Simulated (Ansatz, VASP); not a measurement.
**Two plane-wave programs on ZnCu**

INCAR

```
PREC = Accurate
ENCUT = 520
EDIFF = 1E-6
ISMEAR = 0
SIGMA = 0.15
LREAL = F
LASPH = T
NELM = 100
ALGO = Fast
ISIF = 2
LWAVE = F
LCHARG = F
GGA = PS
NBANDS = 18
```

File KPOINTS:

```
Automatic mesh
0
Gamma
  16 16 16
```

The input POSCAR:

```
ZnCu
1.0
    3.3438914954      0.0000000000      0.0000000000
    0.0000000000      3.3438914954      0.0000000000
    0.0000000000      0.0000000000      2.9077317351
Zn Cu
1 1
Direct
    0.5000000000      0.5000000000      0.5000000000
    0.0000000000      0.0000000000      0.0000000000
```

Input for Ansatz:

```yaml
crystal:
  lattice:
    - [3.3438914954, 0.0, 0.0]
    - [0.0, 3.3438914954, 0.0]
    - [0.0, 0.0, 2.9077317351]
  atoms:
    - { symbol: Zn, position: [0.5, 0.5, 0.5] }
    - { symbol: Cu, position: [0.0, 0.0, 0.0] }
basis:
  ecutwfc: 520.0
kpoints:
  mp_grid: { grid: [16, 16, 16] }
hamiltonian:
  xc: pbesol
  pseudopotentials: { kind: paw }
scf:
  occupations: { method: gaussian, width: 0.15 }
output:
  forces: true
  stress: true
  eigenvalues: true
```

Change from the starting cell: normal strain along x +0.1500, normal strain along y +0.1500.

Alike in both runs: task single point; functional PBEsol; k mesh 16 × 16 × 16; occupations gaussian, width 0.15 eV; no spin polarisation.

```csv
,VASP,Ansatz
version,VASP 6.6.1,Ansatz 0.2.0
potentials or method,"VASP PAW PBE potentials, release 64 (Zn, Cu), cutoff 520 eV","scalar-relativistic, plane waves, PAW"
valence electrons in the cell,23,31
```

|  | VASP | Ansatz | Ansatz less VASP |
| --- | --- | --- | --- |
| gap on the k mesh at the Fermi level (eV) | none | none | - |
| pressure (GPa) | -18.0 | -18.6 | -0.63 |
| traceless stress, the component that is largest in VASP (GPa) | 1.00 | 0.96 | -0.046 |

VASP's potentials were made for PBE, not for PBEsol. A gap of «none» marks a metal or a gap that the smearing closes. VASP's potentials hold 23 valence electrons a cell and Ansatz's 31, so a difference there can come from the potentials and not from the codes.
